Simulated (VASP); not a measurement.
Input of a VASP 6.6.1 run:

Contents of INCAR:

```
SYSTEM = Hf
  PREC = Accurate
  ENCUT = 520
  EDIFF = 1E-6
  ISMEAR = -1
  SIGMA = 0.1
  LREAL = .FALSE.
  LASPH = .TRUE.
  NELM = 80
  ALGO = Normal
  ISIF = 2
  LWAVE = .FALSE.
  LCHARG = .TRUE.
  GGA = CA
  LELF = .TRUE.
  LVHAR = .TRUE.
  NBANDS = 17
```

The input KPOINTS:

```
Automatic mesh
0
G
  16 16 9
  0 0 0
```

The input POSCAR:

```
Hf
1.0
    3.1173710845      0.0000000000      0.0000000000
   -1.5586855422      2.6997225522      0.0000000000
    0.0000000000      0.0000000000      4.9495808355
Hf
2
Direct
    0.3333333333      0.6666666667      0.2500000000
    0.6666666667      0.3333333333      0.7500000000
```

Potentials or basis: VASP PAW LDA potentials, release 64 (Hf_pv).

Run with:

```bash
$ cat potpaw_LDA.64/Hf_pv/POTCAR > POTCAR
$ mpirun -np 1 vasp_std > vasp.out
```

Question: Predict the band gap on the k mesh.

Answer: Zero (bands 10 and 11 overlap by 1.38 eV).

Question: What does it give for the pressure?

Answer: 0.1 GPa.

Caveat: spin-orbit coupling is left out, which moves the levels of the heavy elements.
